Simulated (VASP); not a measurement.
# Cr (Fm-3m) in VASP: notebook

Cr is run at these levels: PBE; tasks: electric field gradients.

Program: VASP 6.6.1. These are calculated values, not measurements. Logs are shortened: lines on timing, memory, paths and dates and some standing lists are left out, and cuts for length are marked.

**1. The cell of the first run**

Symmetry: Fm-3m, No. 225, cubic system. Conventional cell: a = 3.680 Å, b = 3.680 Å, c = 3.680 Å, α = 90.00°, β = 90.00°, γ = 90.00°. Within 3.4 Å of Cr (site symmetry m-3m) lie 12 Cr at 2.60 Å.

This isn't the form of Cr at room conditions, which is bcc.

**2. Electric field gradients, PBE, collinear spin, ferromagnetic start**

INCAR reads:

```
SYSTEM = Cr
ALGO = Normal
EDIFF = 1E-8
ENCUT = 520
GGA = PE
ISIF = 2
ISMEAR = -1
ISPIN = 2
LASPH = .True.
LCHARG = .False.
LEFG = .True.
LMAXMIX = 4
LORBIT = 11
LREAL = .False.
LWAVE = .False.
MAGMOM = 3
NBANDS = 16
NELM = 150
PREC = Accurate
SIGMA = 0.03
```

KPOINTS reads:

```
k-points
0
Gamma
  19 19 19
  0 0 0
```

POSCAR reads:

```
Cr
1.0
    0.0000000000      1.8400000000      1.8400000000
    1.8400000000      0.0000000000      1.8400000000
    1.8400000000      1.8400000000      0.0000000000
Cr
1
Direct
    0.0000000000      0.0000000000      0.0000000000
```

Potentials or basis: VASP PAW PBE potentials, release 64 (Cr_pv).

Command:

```sh
$ cat potpaw_PBE.64/Cr_pv/POTCAR > POTCAR
$ mpirun -np 1 vasp_std > vasp.out
```

OUTCAR:

```text
SYSTEM = Cr
   EDIFF = 1E-8
   ENCUT = 520
   GGA = PE
   ISIF = 2
   ISMEAR = -1
   ISPIN = 2
   LASPH = .True.
   LORBIT = 11
   LREAL = .False.
   NELM = 150
   PREC = Accurate

 ion  position               nearest neighbor table
   1  0.000  0.000  0.000-

  LATTYP: Found a face centered cubic cell.
 ALAT       =     3.6800000000

  Lattice vectors:

 A1 = (   0.0000000000,   1.8400000000,   1.8400000000)
 A2 = (   1.8400000000,   0.0000000000,   1.8400000000)
 A3 = (   1.8400000000,   1.8400000000,   0.0000000000)

Analysis of symmetry for initial positions (statically):
=====================================================================
 Subroutine PRICEL returns:
 Original cell was already a primitive cell.

 Routine SETGRP: Setting up the symmetry group for a
 face centered cubic supercell.

 Subroutine GETGRP returns: Found 48 space group operations
 (whereof 48 operations were pure point group operations)
 out of a pool of 48 trial point group operations.

The static configuration has the point symmetry O_h .

Analysis of symmetry for dynamics (positions and initial velocities):
=====================================================================
 Subroutine PRICEL returns:
 Original cell was already a primitive cell.

 Routine SETGRP: Setting up the symmetry group for a
 face centered cubic supercell.

 Subroutine GETGRP returns: Found 48 space group operations
 (whereof 48 operations were pure point group operations)
 out of a pool of 48 trial point group operations.

The dynamic configuration has the point symmetry O_h .

Analysis of structural, dynamic, and magnetic symmetry:
=====================================================================
 Subroutine PRICEL returns:
 Original cell was already a primitive cell.

 Routine SETGRP: Setting up the symmetry group for a
 face centered cubic supercell.

 Subroutine GETGRP returns: Found 48 space group operations
 (whereof 48 operations were pure point group operations)
 out of a pool of 48 trial point group operations.

The overall configuration has the point symmetry O_h .

 Subroutine INISYM returns: Found 48 space group operations
 (whereof 48 operations are pure point group operations),
 and found     1 'primitive' translations

----------------------------------------------------------------------------------------

                                     Primitive cell

  volume of cell :      12.4590

  direct lattice vectors                    reciprocal lattice vectors
     0.000000000  1.840000000  1.840000000    -0.271739130  0.271739130  0.271739130
     1.840000000  0.000000000  1.840000000     0.271739130 -0.271739130  0.271739130
     1.840000000  1.840000000  0.000000000     0.271739130  0.271739130 -0.271739130

  length of vectors
     2.602152955  2.602152955  2.602152955     0.470665980  0.470665980  0.470665980

  position of ions in fractional coordinates (direct lattice)
     0.000000000  0.000000000  0.000000000

  ion indices of the primitive-cell ions
   primitive index   ion index
                 1           1

----------------------------------------------------------------------------------------

 KPOINTS: k-points

Automatic generation of k-mesh.
 Grid dimensions read from file:
 generate k-points for:   19   19   19

 Generating k-lattice:

  Cartesian coordinates                     Fractional coordinates (reciprocal lattice)
    -0.014302059  0.014302059  0.014302059     0.052631579  0.000000000  0.000000000
     0.014302059 -0.014302059  0.014302059     0.000000000  0.052631579  0.000000000
     0.014302059  0.014302059 -0.014302059     0.000000000  0.000000000  0.052631579

  Length of vectors
     0.024771894  0.024771894  0.024771894

  Shift w.r.t. Gamma in fractional coordinates (k-lattice)
     0.000000000  0.000000000  0.000000000

 Subroutine IBZKPT returns following result:
 ===========================================

 Found    220 irreducible k-points:

 Following reciprocal coordinates:
            Coordinates               Weight
  0.000000  0.000000  0.000000      1.000000
  0.052632  0.000000  0.000000      8.000000
  0.105263  0.000000  0.000000      8.000000
  0.157895  0.000000  0.000000      8.000000
  0.210526  0.000000  0.000000      8.000000
  0.263158  0.000000  0.000000      8.000000
[... 16 lines left out ...]
 -0.315789  0.052632  0.000000     24.000000
 -0.263158  0.052632  0.000000     24.000000
 [... further k-points ...]
   k-points           NKPTS =    220   k-points in BZ     NKDIM =    220   number of bands    NBANDS=     16
   number of dos      NEDOS =    301   number of ions     NIONS =      1
   total plane-waves  NPLWV =   8000
   dimension x,y,z NGX =    20 NGY =   20 NGZ =   20
   dimension x,y,z NGXF=    40 NGYF=   40 NGZF=   40
   ions per type =               1
   NGX,Y,Z   is equivalent  to a cutoff of  12.78, 12.78, 12.78 a.u.
   NGXF,Y,Z  is equivalent  to a cutoff of  25.56, 25.56, 25.56 a.u.
 SYSTEM =  Cr
   PREC   = accura    normal or accurate (medium, high low for compatibility)
   ISTART =      0    job   : 0-new  1-cont  2-samecut
   ICHARG =      2    charge: 1-file 2-atom 10-const
   ISPIN  =      2    spin polarized calculation?
   LNONCOLLINEAR =      F non collinear calculations
   LSORBIT =      F    spin-orbit coupling
   LASPH  =      T    aspherical Exc in radial PAW
   ENCUT  =  520.0 eV  38.22 Ry    6.18 a.u.   4.84  4.84  4.84*2*pi/ulx,y,z
   NELM   =    150;   NELMIN=  2; NELMDL= -5     # of ELM steps
   EDIFF  = 0.1E-07   stopping-criterion for ELM
   LREAL  =      F    real-space projection
   EDIFFG = 0.1E-06   stopping-criterion for IOM
   NSW    =      0    number of steps for IOM
   IBRION =     -1    ionic relax: 0-MD 1-quasi-New 2-CG
   NFREE  =      0    steps in history (QN), initial steepest desc. (CG)
   ISIF   =      2    stress and relaxation
   ISYM   =      2    0-nonsym 1-usesym 2-fastsym
   POTIM  = 0.5000    time-step for ionic-motion
   TEBEG  =    0.0;   TEEND  =   0.0 temperature during run
   PSTRESS=    0.0 pullay stress
   NELECT =      12.0000    total number of electrons
   NUPDOWN=      -1.0000    fix difference up-down
   EMIN   =  10.00;   EMAX   =-10.00  energy-range for DOS
   EFERMI =   0.00;   METHOD = LEGACY
   ISMEAR =    -1;   SIGMA  =   0.03  broadening in eV -4-tet -1-fermi 0-gaus
   EFERMI_NEDOS =   21; number of points for ismear=-14 and -15
   IALGO  =     38    algorithm
   IMIX   =      4    mixing-type and parameters
     AMIX     =   0.40;   BMIX     =  1.00
     AMIX_MAG =   1.60;   BMIX_MAG =  1.00
  volume/ion in A,a.u.               =      12.46        84.08
  Fermi-wavevector in a.u.,A,eV,Ry     =   1.616742  3.055200 35.563658  2.613855
  Thomas-Fermi vector in A             =   2.711279
   LORBIT       =     11    0 simple, 1 ext, 2 COOP (PROOUT), +10 PAW based schemes
   GGA     = PE    functional components
   LHFCALC =     F    Hartree Fock is set to
   AEXX    =    0.0000 exact exchange contribution
   IVDW    =     0    specifies the selected vdW correction
   LEPSILON=     F    determine dielectric tensor
   LRPA    =     F    only Hartree local field effects (RPA)
 spin polarized calculation
  energy-cutoff  :      520.00
  volume of cell :       12.46
 maximum number of plane-waves:       343
   NGX =  9   NGY =  9   NGZ =  9

 number of electron      11.9999991 magnetization       0.0006409

 number of electron      11.9999991 magnetization      -0.0000026

 Free energy of the ion-electron system (eV)
  ---------------------------------------------------
  ext. energy  EPLUGINS =         0.00000000
  ---------------------------------------------------
  free energy    TOTEN  =        -9.10475138 eV

  energy without entropy =       -9.09869134  energy(sigma->0) =       -9.10172136

 E-fermi :   9.6875     XC(G=0): -13.2262

 val. band max:        9.6852435860   @ k =  -0.4211   0.3684   0.0526
 cond. band min:       9.6981456559   @ k =  -0.3684   0.1579   0.0000
 fundamental gap:      0.0129020699
 Fermi energy:         9.6875175847

 spin component 1

 k-point     1 :       0.0000    0.0000    0.0000
  band No.  band energies     occupation
      1     -32.7540      1.00000
      2     -32.7540      1.00000
      3     -32.7540      1.00000
      4       2.3590      1.00000
      5       9.3031      1.00000
      6       9.3031      1.00000
[... 8 lines left out ...]
     15      39.3462      0.00000
     16      39.6382      0.00000

 k-point     2 :       0.0526    0.0000    0.0000
  band No.  band energies     occupation
      1     -32.7741      1.00000
      2     -32.7565      1.00000
      3     -32.7565      1.00000
      4       2.4671      1.00000
      5       9.2528      1.00000
      6       9.3384      0.99999
[... 8 lines left out ...]
     15      39.3231      0.00000
     16      39.6564      0.00000
[... 387 lines left out ...]
      5       8.8292      1.00000
      6       9.3754      0.99997
[... 8 lines left out ...]
     15      36.4872      0.00000
     16      37.5581      0.00000

 k-point    24 :      -0.2632    0.0526    0.0000
  band No.  band energies     occupation
      1     -33.1884      1.00000
      2     -32.8323      1.00000
      3     -32.8030      1.00000
      4       4.9531      1.00000
      5       8.6228      1.00000
      6       9.4978      0.99821
[... 8 lines left out ...]
     15      37.1238      0.00000
     16      37.3415      0.00000

 [... further k-points ...]

 spin component 2

 k-point     1 :       0.0000    0.0000    0.0000
  band No.  band energies     occupation
      1     -32.7540      1.00000
      2     -32.7540      1.00000
      3     -32.7540      1.00000
      4       2.3590      1.00000
      5       9.3031      1.00000
      6       9.3031      1.00000
[... 8 lines left out ...]
     15      39.3462      0.00000
     16      39.6382      0.00000

 k-point     2 :       0.0526    0.0000    0.0000
  band No.  band energies     occupation
      1     -32.7741      1.00000
      2     -32.7565      1.00000
      3     -32.7565      1.00000
      4       2.4671      1.00000
      5       9.2528      1.00000
      6       9.3384      0.99999
[... 8 lines left out ...]
     15      39.3231      0.00000
     16      39.6564      0.00000
[... 387 lines left out ...]
      5       8.8292      1.00000
      6       9.3754      0.99997
[... 8 lines left out ...]
     15      36.4872      0.00000
     16      37.5581      0.00000

 k-point    24 :      -0.2632    0.0526    0.0000
  band No.  band energies     occupation
      1     -33.1884      1.00000
      2     -32.8323      1.00000
      3     -32.8030      1.00000
      4       4.9531      1.00000
      5       8.6228      1.00000
      6       9.4978      0.99821
[... 8 lines left out ...]
     15      37.1238      0.00000
     16      37.3415      0.00000

 [... further k-points ...]

------------------------ aborting loop because EDIFF is reached ----------------------------------------

  FORCE on cell =-STRESS in cart. coord.  units (eV):
  Direction    XX          YY          ZZ          XY          YZ          ZX
  --------------------------------------------------------------------------------------
  -------------------------------------------------------------------------------------
  Total       -0.8309371     -0.8309371     -0.8309371     -0.0000000     -0.0000000      0.0000000
  in kB     -106.8551055   -106.8551055   -106.8551055     -0.0000000     -0.0000000      0.0000000
  external PRESSURE =    -106.8551055 kB  Pullay stress =       0.0000000 kB

 VOLUME and BASIS-vectors are now :
 -----------------------------------------------------------------------------
  energy-cutoff  :      520.00
  volume of cell :       12.46
      direct lattice vectors                 reciprocal lattice vectors
     0.000000000  1.840000000  1.840000000    -0.271739130  0.271739130  0.271739130
     1.840000000  0.000000000  1.840000000     0.271739130 -0.271739130  0.271739130
     1.840000000  1.840000000  0.000000000     0.271739130  0.271739130 -0.271739130

 POSITION                                       TOTAL-FORCE (eV/Angst)
 -----------------------------------------------------------------------------------
      0.00000      0.00000      0.00000        -0.000000     -0.000000     -0.000000
 -----------------------------------------------------------------------------------
    total drift:                                0.000000      0.000000      0.000000

  FREE ENERGIE OF THE ION-ELECTRON SYSTEM (eV)
  ---------------------------------------------------
  free  energy   TOTEN  =        -9.1047513789 eV

  energy  without entropy=       -9.0986913383  energy(sigma->0) =       -9.10172136

 Electric field gradients (V/A^2)
---------------------------------------------------------------------
 ion       V_xx      V_yy      V_zz      V_xy      V_xz      V_yz
---------------------------------------------------------------------
   1      -0.000     0.000    -0.000    -0.001    -0.001    -0.001
---------------------------------------------------------------------

 Electric field gradients after diagonalization (V/A^2)
 (convention: |V_zz| > |V_xx| > |V_yy|)
----------------------------------------------------------------------
 ion       V_xx      V_yy      V_zz     asymmetry (V_yy - V_xx)/ V_zz
----------------------------------------------------------------------
   1       0.001     0.001    -0.001       0.000
----------------------------------------------------------------------

           NMR quadrupolar parameters

 Cq : quadrupolar parameter    Cq=e*Q*V_zz/h
 eta: asymmetry parameters     (V_yy - V_xx)/ V_zz
 Q  : nuclear electric quadrupole moment in mb (millibarn)
----------------------------------------------------------------------
 ion       Cq(MHz)       eta       Q (mb)
----------------------------------------------------------------------
   1      -0.000       0.000       1.000
----------------------------------------------------------------------

 total charge

# of ion       s       p       d       tot
------------------------------------------
    1        0.424   6.347   4.146  10.916

 magnetization (x)

# of ion       s       p       d       tot
------------------------------------------
    1       -0.000  -0.000  -0.000  -0.000
```

Wall time 2 min (1 thread of Intel Xeon Platinum 8175M at 2.50GHz (Skylake/Cascade Lake), shared host); peak memory 0.18 GiB.

What came out:

* Free energy: -9.1048 eV
* Pressure: -10.7 GPa
* Band gap on the k mesh: zero (filled and empty bands overlap)
* Net moment: 0.00 μB per cell
* Largest electric field gradient by atom: under 0.05 V/Å² on every atom
* Valence electrons inside the program's atomic spheres: Cr 10.92

Levels at points of the mesh, in eV from the Fermi level:
Spin up:
| k point | band 3 | band 4 | band 5 | band 6 | band 7 | band 8 | band 9 | band 10 |
| --- | --- | --- | --- | --- | --- | --- | --- | --- |
| (0.00, 0.00, 0.00) | -42.44 | -7.33 | -0.38 | -0.38 | -0.38 | 1.26 | 1.26 | 7.48 |
Spin down:
```csv
k point,band 2,band 3,band 4,band 5,band 6,band 7,band 8,band 9,band 10,band 11
"(0.00, 0.00, 0.00)",-42.44,-42.44,-7.33,-0.38,-0.38,-0.38,1.26,1.26,7.48,19.50
```

Caveat: the cell stands under tension; the moments typed at the start vanished in this run.

(Continued in part 2 of 2.)
